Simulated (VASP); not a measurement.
Set up this calculation in VASP 6.6.1, as the native input.

| Item | Value |
| --- | --- |
| Task | single point |
| Functional | PBEsol |
| Potentials or basis | VASP PAW PBE potentials, release 64 (Hf_pv) |
| Cutoff | 520 eV |
| k mesh | 18 × 18 × 18 |
| Occupations | gaussian, width 0.15 eV |
| Spin | no spin polarisation |
| Dipole correction | no |
| Further INCAR settings | ALGO = Normal; EDIFF = 1e-06; NBANDS = 11 |

The structure of Hf lies in POSCAR:

```
Hf
1.0
   -1.7779250000      1.8050000000      1.8050000000
    1.7779250000     -1.8050000000      1.8050000000
    1.7779250000      1.8050000000     -1.8050000000
Hf
1
Direct
    0.0000000000      0.0000000000      0.0000000000
```

This cell differs from its parent crystal: strain -0.0150 x Voigt [1, 0, 0, 0, 0, 0].

One way to write it, as run:

INCAR

```
PREC = Accurate ; ENCUT = 520
EDIFF = 1E-6 ; ISMEAR = 0
SIGMA = 0.15 ; LREAL = False
LASPH = True ; NELM = 60
ALGO = Normal ; ISIF = 2
LWAVE = False ; LCHARG = True
GGA = PS ; LELF = True
LVHAR = True ; NBANDS = 11
```

KPOINTS

```
Automatic mesh
0
Gamma
  18 18 18
```

Potentials or basis: VASP PAW PBE potentials, release 64 (Hf_pv).

Run with:

```bash
$ cat potpaw_PBE.64/Hf_pv/POTCAR > POTCAR
$ mpirun -np 1 vasp_std > vasp.out
```

Results of the run:

```json
{"Pressure": "-8.1 GPa", "Band gap on the k mesh": "zero (bands 5 and 6 overlap by 2.16 eV)"}
```

Caveat: the cell differs from its parent crystal (strain -0.0150 x Voigt [1, 0, 0, 0, 0, 0]); the cell stands under tension; the PAW data sets were made with another functional, which shifts forces and pressure a little; spin-orbit coupling is left out, which moves the levels of the heavy elements.

It took 50 s on 1 thread of AMD EPYC 9R45 96-Core Processor (Zen 5), on a shared host, peak memory 0.21 GiB.
